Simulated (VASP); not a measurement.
# TiRh3 in VASP: further runs, part 2 of 2

VASP 6.6.1.

## (4) Electric field gradients, LDA (13.40 Å³/atom)

This run uses another cell than the first one, of 13.40 Å³/atom.

INCAR

```
PREC = Accurate
ENCUT = 520
EDIFF = 1E-8
ISMEAR = -1
SIGMA = 0.03
LREAL = False
LASPH = True
NELM = 100
ALGO = Normal
ISIF = 2
LWAVE = False
LCHARG = False
LEFG = True
NBANDS = 36
```

KPOINTS

```
Automatic mesh
0
Gamma
  10 10 10
```

POSCAR

```
TiRh3
1.0
    3.7703450192      0.0000000000      0.0000000000
    0.0000000000      3.7703450192      0.0000000000
    0.0000000000      0.0000000000      3.7703450192
Ti Rh
1 3
Direct
    0.0000000000      0.0000000000      0.0000000000
    0.0000000000      0.5000000000      0.5000000000
    0.5000000000      0.0000000000      0.5000000000
    0.5000000000      0.5000000000      0.0000000000
```

Potentials or basis: VASP PAW LDA potentials, release 64 (Ti_sv, Rh_pv).

Started as:

```sh
$ cat potpaw_LDA.64/Ti_sv/POTCAR potpaw_LDA.64/Rh_pv/POTCAR > POTCAR
$ mpirun -np 1 vasp_std > vasp.out
```

OUTCAR:

```text
PREC = Accurate
   ENCUT = 520
   EDIFF = 1E-8
   ISMEAR = -1
   LREAL = False
   LASPH = True
   NELM = 100
   ISIF = 2

 ion  position               nearest neighbor table
   1  0.000  0.000  0.000-   2 2.67   3 2.67   4 2.67   2 2.67   3 2.67   2 2.67   4 2.67   2 2.67
                             3 2.67   4 2.67   3 2.67   4 2.67
   2  0.000  0.500  0.500-   1 2.67   3 2.67   4 2.67   1 2.67   4 2.67   1 2.67   3 2.67   1 2.67
                             3 2.67   4 2.67   4 2.67   3 2.67
   3  0.500  0.000  0.500-   1 2.67   2 2.67   4 2.67   1 2.67   4 2.67   2 2.67   4 2.67   4 2.67
                             1 2.67   2 2.67   1 2.67   2 2.67
   4  0.500  0.500  0.000-   1 2.67   2 2.67   3 2.67   2 2.67   3 2.67   1 2.67   3 2.67   3 2.67
                             1 2.67   2 2.67   2 2.67   1 2.67

  LATTYP: Found a simple cubic cell.
 ALAT       =     3.7703450192

  Lattice vectors:

 A1 = (   3.7703450192,   0.0000000000,   0.0000000000)
 A2 = (   0.0000000000,   3.7703450192,   0.0000000000)
 A3 = (   0.0000000000,   0.0000000000,   3.7703450192)

Analysis of symmetry for initial positions (statically):
=====================================================================
 Subroutine PRICEL returns:
[... 1143 lines left out ...]
      1.88517      1.88517      0.00000         0.000000      0.000000      0.000000
 -----------------------------------------------------------------------------------
    total drift:                                0.000000      0.000000      0.000000

  FREE ENERGIE OF THE ION-ELECTRON SYSTEM (eV)
  ---------------------------------------------------
  free  energy   TOTEN  =       -37.2160947440 eV

  energy  without entropy=      -37.2049981369  energy(sigma->0) =      -37.21054644

 Electric field gradients (V/A^2)
---------------------------------------------------------------------
 ion       V_xx      V_yy      V_zz      V_xy      V_xz      V_yz
---------------------------------------------------------------------
   1       0.000     0.000     0.000     0.000    -0.000    -0.000
   2     -37.047    18.523    18.523     0.000    -0.000     0.000
   3      18.523   -37.047    18.523    -0.000    -0.000     0.000
   4      18.523    18.523   -37.047     0.000     0.000     0.000
---------------------------------------------------------------------

 Electric field gradients after diagonalization (V/A^2)
 (convention: |V_zz| > |V_xx| > |V_yy|)
----------------------------------------------------------------------
 ion       V_xx      V_yy      V_zz     asymmetry (V_yy - V_xx)/ V_zz
----------------------------------------------------------------------
   1       0.000     0.000     0.000      -0.176
   2      18.523    18.523   -37.047       0.000
   3      18.523    18.523   -37.047       0.000
   4      18.523    18.523   -37.047       0.000
----------------------------------------------------------------------

           NMR quadrupolar parameters

 Cq : quadrupolar parameter    Cq=e*Q*V_zz/h
 eta: asymmetry parameters     (V_yy - V_xx)/ V_zz
 Q  : nuclear electric quadrupole moment in mb (millibarn)
----------------------------------------------------------------------
 ion       Cq(MHz)       eta       Q (mb)
----------------------------------------------------------------------
   1       0.000      -0.176       1.000
   2      -0.090       0.000       1.000
   3      -0.090       0.000       1.000
   4      -0.090       0.000       1.000
----------------------------------------------------------------------
```

OSZICAR:

```text
N       E                     dE             d eps       ncg     rms          rms(c)
DAV:   1     0.758718608545E+03    0.75872E+03   -0.32817E+04  4032   0.191E+03
DAV:   2     0.467027030333E+01   -0.75405E+03   -0.73553E+03  4160   0.592E+02
DAV:   3    -0.386792464124E+02   -0.43350E+02   -0.41238E+02  5208   0.142E+02
DAV:   4    -0.403575664682E+02   -0.16783E+01   -0.16624E+01  5104   0.239E+01
DAV:   5    -0.403883398952E+02   -0.30773E-01   -0.30765E-01  4816   0.323E+00    0.205E+01
DAV:   6    -0.377305386335E+02    0.26578E+01   -0.10205E+01  5100   0.259E+01    0.883E+00
DAV:   7    -0.379642913959E+02   -0.23375E+00   -0.83784E+00  5052   0.200E+01    0.704E+00
DAV:   8    -0.372196542290E+02    0.74464E+00   -0.15939E+00  5492   0.917E+00    0.197E+00
DAV:   9    -0.372285629634E+02   -0.89087E-02   -0.14439E-01  5388   0.202E+00    0.123E+00
DAV:  10    -0.372172786764E+02    0.11284E-01   -0.77641E-02  4852   0.197E+00    0.246E-01
DAV:  11    -0.372163887831E+02    0.88989E-03   -0.75492E-03  5416   0.610E-01    0.171E-01
DAV:  12    -0.372160980562E+02    0.29073E-03   -0.73279E-04  5040   0.190E-01    0.320E-02
DAV:  13    -0.372160955884E+02    0.24678E-05   -0.49263E-05  4540   0.481E-02    0.130E-02
DAV:  14    -0.372160949581E+02    0.63026E-06   -0.68929E-06  4860   0.184E-02    0.407E-03
DAV:  15    -0.372160949055E+02    0.52654E-07   -0.30107E-07  4376   0.410E-03    0.425E-03
DAV:  16    -0.372160947451E+02    0.16037E-06   -0.46167E-07  5072   0.411E-03    0.442E-04
DAV:  17    -0.372160947440E+02    0.11078E-08   -0.16506E-08  3328   0.826E-04
   1 F= -.37216095E+02 E0= -.37210546E+02  d E =-.110966E-01
```

stdout:

```text
POSCAR found type information on POSCAR TiRh
 POSCAR found :  2 types and       4 ions
 scaLAPACK will be used
 LDA part: xc-table for (Slater(with rela. corr.)+CA(PZ))
 , standard interpolation
 POSCAR, INCAR and KPOINTS ok, starting setup
 FFT: planning ... GRIDC
 FFT: planning ... GRID_SOFT
 FFT: planning ... GRID
 WAVECAR not read
 entering main loop
ion   1

ion   2

ion   3

ion   4
```

It took 2.8 min on 1 thread of Intel Xeon 8259CL, shared host; peak memory 0.21 GiB.

Results:

```
Free energy                             : -37.2161 eV
Pressure                                : 0.8 GPa
Band gap on the k mesh                  : zero (an odd number of electrons rules out a gap without spin polarisation)
Largest electric field gradient by atom : Ti +0.0; Rh -37.0 V/Å²
```

Electric field gradients, principal values (V/Å²):
```
atom   least  middle  greatest (by size)
1 Ti   0.000   0.000               0.000
2 Rh  18.523  18.523             -37.047
3 Rh  18.523  18.523             -37.047
4 Rh  18.523  18.523             -37.047
```

Caveat: without QUAD_EFG the Cq values of the log hold for a quadrupole moment of 1 mb, not for the nuclei.

## (5) Electric field gradients, LDA (13.82 Å³/atom)

This run uses another cell than the first one, of 13.82 Å³/atom.

INCAR

```
SYSTEM = TiRh3
ALGO = Normal ; EDIFF = 1E-8
ENCUT = 520 ; GGA = CA
ISIF = 2 ; ISMEAR = -1
LASPH = .True. ; LCHARG = .False.
LEFG = .True. ; LREAL = .False.
LWAVE = .False. ; NBANDS = 36
NELM = 60 ; PREC = Accurate
SIGMA = 0.03
```

KPOINTS

```
k-points
0
Gamma
  10 10 10
  0 0 0
```

POSCAR

```
TiRh3
1.0
    3.8092172958      0.0000000000      0.0000000000
    0.0000000000      3.8092172958      0.0000000000
    0.0000000000      0.0000000000      3.8092172958
Ti Rh
1 3
Direct
    0.0000000000      0.0000000000      0.0000000000
    0.0000000000      0.5000000000      0.5000000000
    0.5000000000      0.0000000000      0.5000000000
    0.5000000000      0.5000000000      0.0000000000
```

Potentials or basis: VASP PAW LDA potentials, release 64 (Ti_sv, Rh_pv).

Started as:

```sh
$ cat potpaw_LDA.64/Ti_sv/POTCAR potpaw_LDA.64/Rh_pv/POTCAR > POTCAR
$ mpirun -np 1 vasp_std > vasp.out
```

OUTCAR:

```text
SYSTEM = TiRh3
   EDIFF = 1E-8
   ENCUT = 520
   GGA = CA
   ISIF = 2
   ISMEAR = -1
   LASPH = .True.
   LREAL = .False.
   NELM = 60
   PREC = Accurate

 ion  position               nearest neighbor table
   1  0.000  0.000  0.000-   2 2.69   3 2.69   4 2.69   2 2.69   3 2.69   2 2.69   4 2.69   2 2.69
                             3 2.69   4 2.69   3 2.69   4 2.69
   2  0.000  0.500  0.500-   1 2.69   3 2.69   4 2.69   1 2.69   4 2.69   1 2.69   3 2.69   1 2.69
                             3 2.69   4 2.69   4 2.69   3 2.69
   3  0.500  0.000  0.500-   1 2.69   2 2.69   4 2.69   1 2.69   4 2.69   2 2.69   4 2.69   4 2.69
                             1 2.69   2 2.69   1 2.69   2 2.69
   4  0.500  0.500  0.000-   1 2.69   2 2.69   3 2.69   2 2.69   3 2.69   1 2.69   3 2.69   3 2.69
                             1 2.69   2 2.69   2 2.69   1 2.69

  LATTYP: Found a simple cubic cell.
 ALAT       =     3.8092172958

  Lattice vectors:

 A1 = (   3.8092172958,   0.0000000000,   0.0000000000)
 A2 = (   0.0000000000,   3.8092172958,   0.0000000000)
 A3 = (   0.0000000000,   0.0000000000,   3.8092172958)

Analysis of symmetry for initial positions (statically):
=====================================================================
 Subroutine PRICEL returns:
 Original cell was already a primitive cell.

 Routine SETGRP: Setting up the symmetry group for a
 simple cubic supercell.

 Subroutine GETGRP returns: Found 48 space group operations
 (whereof 48 operations were pure point group operations)
 out of a pool of 48 trial point group operations.

The static configuration has the point symmetry O_h .

Analysis of symmetry for dynamics (positions and initial velocities):
=====================================================================
 Subroutine PRICEL returns:
 Original cell was already a primitive cell.

 Routine SETGRP: Setting up the symmetry group for a
 simple cubic supercell.

 Subroutine GETGRP returns: Found 48 space group operations
 (whereof 48 operations were pure point group operations)
 out of a pool of 48 trial point group operations.

The dynamic configuration has the point symmetry O_h .

 Subroutine INISYM returns: Found 48 space group operations
 (whereof 48 operations are pure point group operations),
 and found     1 'primitive' translations

----------------------------------------------------------------------------------------

                                     Primitive cell

  volume of cell :      55.2723

  direct lattice vectors                    reciprocal lattice vectors
     3.809217296  0.000000000  0.000000000     0.262521122  0.000000000  0.000000000
     0.000000000  3.809217296  0.000000000     0.000000000  0.262521122  0.000000000
     0.000000000  0.000000000  3.809217296     0.000000000  0.000000000  0.262521122

  length of vectors
     3.809217296  3.809217296  3.809217296     0.262521122  0.262521122  0.262521122

  position of ions in fractional coordinates (direct lattice)
     0.000000000  0.000000000  0.000000000
     0.000000000  0.500000000  0.500000000
     0.500000000  0.000000000  0.500000000
[... 96 lines left out ...]
   EFERMI_NEDOS =   21; number of points for ismear=-14 and -15
   IALGO  =     38    algorithm
   IMIX   =      4    mixing-type and parameters
     AMIX     =   0.40;   BMIX     =  1.00
     AMIX_MAG =   1.60;   BMIX_MAG =  1.00
  volume/ion in A,a.u.               =      13.82        93.25
  Fermi-wavevector in a.u.,A,eV,Ry     =   1.653982  3.125572 37.220853  2.735655
  Thomas-Fermi vector in A             =   2.742327
   LORBIT       =      0    0 simple, 1 ext, 2 COOP (PROOUT), +10 PAW based schemes
   GGA     = CA    functional components
   LHFCALC =     F    Hartree Fock is set to
   AEXX    =    0.0000 exact exchange contribution
   IVDW    =     0    specifies the selected vdW correction
   LEPSILON=     F    determine dielectric tensor
   LRPA    =     F    only Hartree local field effects (RPA)
 non-spin polarized calculation
  energy-cutoff  :      520.00
  volume of cell :       55.27
 maximum number of plane-waves:      1504
   NGX = 15   NGY = 15   NGZ = 15

 number of electron      57.0000054 magnetization

 Free energy of the ion-electron system (eV)
  ---------------------------------------------------
  ext. energy  EPLUGINS =         0.00000000
  ---------------------------------------------------
  free energy    TOTEN  =       -37.18227790 eV

  energy without entropy =      -37.17070052  energy(sigma->0) =      -37.17648921

 E-fermi :  11.1554     XC(G=0): -13.9717

 val. band max:       11.1552263744   @ k =   0.4000   0.2000   0.0000
 cond. band min:      11.1746861983   @ k =   0.3000   0.1000   0.0000
 fundamental gap:      0.0194598239
 Fermi energy:        11.1554272889

 k-point     1 :       0.0000    0.0000    0.0000
  band No.  band energies     occupation
      1     -45.0481      2.00000
      2     -35.1699      2.00000
      3     -35.1699      2.00000
      4     -35.1699      2.00000
      5     -34.8691      2.00000
      6     -34.8691      2.00000
[... 925 lines left out ...]
     35      14.2307      0.00000
     36      18.0923      0.00000

 [... further k-points ...]

------------------------ aborting loop because EDIFF is reached ----------------------------------------

  FORCE on cell =-STRESS in cart. coord.  units (eV):
  Direction    XX          YY          ZZ          XY          YZ          ZX
  --------------------------------------------------------------------------------------
  -------------------------------------------------------------------------------------
  Total       -2.4979534     -2.4979534     -2.4979534     -0.0000000     -0.0000000     -0.0000000
  in kB      -72.4081876    -72.4081876    -72.4081876     -0.0000000     -0.0000000     -0.0000000
  external PRESSURE =     -72.4081876 kB  Pullay stress =       0.0000000 kB

 VOLUME and BASIS-vectors are now :
 -----------------------------------------------------------------------------
  energy-cutoff  :      520.00
  volume of cell :       55.27
      direct lattice vectors                 reciprocal lattice vectors
     3.809217296  0.000000000  0.000000000     0.262521122  0.000000000  0.000000000
     0.000000000  3.809217296  0.000000000     0.000000000  0.262521122  0.000000000
     0.000000000  0.000000000  3.809217296     0.000000000  0.000000000  0.262521122

 POSITION                                       TOTAL-FORCE (eV/Angst)
 -----------------------------------------------------------------------------------
      0.00000      0.00000      0.00000         0.000000      0.000000      0.000000
      0.00000      1.90461      1.90461         0.000000      0.000000      0.000000
      1.90461      0.00000      1.90461         0.000000      0.000000      0.000000
      1.90461      1.90461      0.00000         0.000000      0.000000      0.000000
 -----------------------------------------------------------------------------------
    total drift:                                0.000000      0.000000      0.000000

  FREE ENERGIE OF THE ION-ELECTRON SYSTEM (eV)
  ---------------------------------------------------
  free  energy   TOTEN  =       -37.1822779040 eV

  energy  without entropy=      -37.1707005228  energy(sigma->0) =      -37.17648921

 Electric field gradients (V/A^2)
---------------------------------------------------------------------
 ion       V_xx      V_yy      V_zz      V_xy      V_xz      V_yz
---------------------------------------------------------------------
   1      -0.000    -0.000    -0.000     0.000    -0.000     0.000
   2     -33.650    16.825    16.825     0.000    -0.000    -0.000
   3      16.825   -33.650    16.825     0.000    -0.000     0.000
   4      16.825    16.825   -33.650     0.000    -0.000     0.000
---------------------------------------------------------------------

 Electric field gradients after diagonalization (V/A^2)
 (convention: |V_zz| > |V_xx| > |V_yy|)
----------------------------------------------------------------------
 ion       V_xx      V_yy      V_zz     asymmetry (V_yy - V_xx)/ V_zz
----------------------------------------------------------------------
   1      -0.000    -0.000    -0.000      -0.030
   2      16.825    16.825   -33.650       0.000
   3      16.825    16.825   -33.650       0.000
   4      16.825    16.825   -33.650       0.000
----------------------------------------------------------------------

           NMR quadrupolar parameters

 Cq : quadrupolar parameter    Cq=e*Q*V_zz/h
 eta: asymmetry parameters     (V_yy - V_xx)/ V_zz
 Q  : nuclear electric quadrupole moment in mb (millibarn)
----------------------------------------------------------------------
 ion       Cq(MHz)       eta       Q (mb)
----------------------------------------------------------------------
   1      -0.000      -0.030       1.000
   2      -0.081       0.000       1.000
   3      -0.081       0.000       1.000
   4      -0.081       0.000       1.000
----------------------------------------------------------------------
```

Wall time 2.8 min (1 thread of Intel Xeon 8259CL, shared host); peak memory 0.2 GiB.

Results:

```yaml
Free_energy: -37.1823 eV
Pressure: -7.2 GPa
Band_gap_on_the_k_mesh: zero (an odd number of electrons rules out a gap without spin polarisation)
Largest_electric_field_gradient_by_atom: Ti -0.0; Rh -33.6 V/Å²
```

Levels at points of the mesh, in eV from the Fermi level:
```csv
k point,band 27,band 28,band 29,band 30,band 31,band 32
"(0.00, 0.00, 0.00)",1.35,1.35,1.35,2.71,2.71,3.38
"(0.50, 0.00, 0.00)",-1.10,-0.90,0.13,1.08,1.08,1.35
"(0.50, 0.50, 0.00)",-1.52,-1.14,-0.76,-0.72,1.48,1.48
"(0.50, 0.50, 0.50)",0.92,0.92,1.03,1.15,1.15,1.15
```

Electric field gradients, principal values (V/Å²):
```tsv
atom	least	middle	greatest (by size)
1 Ti	0.000	0.000	0.000
2 Rh	16.825	16.825	-33.650
3 Rh	16.825	16.825	-33.650
4 Rh	16.825	16.825	-33.650
```

Caveat: the cell stands under tension; without QUAD_EFG the Cq values of the log hold for a quadrupole moment of 1 mb, not for the nuclei.

## (6) The runs side by side

| cell | gap on the mesh (eV) | pressure (GPa) |
| --- | --- | --- |
| a = 3.860, b = 3.860, c = 3.822 Å, 4 atoms | none | -14.0 |
| a = 3.770 Å, 4 atoms | none | 0.8 |
| a = 3.809 Å, 4 atoms | none | -7.2 |

Alike in all rows: task electric field gradients; level LDA; potentials or basis VASP PAW LDA potentials, release 64 (Ti_sv, Rh_pv); no spin polarisation; k mesh 10 × 10 × 10; cutoff (eV) 520; smearing fermi-dirac 0.03 eV.

Caveats: the cell stands under tension (at least some runs).

Total energies depend on the potentials used, so only differences within one code and one set of settings carry meaning.
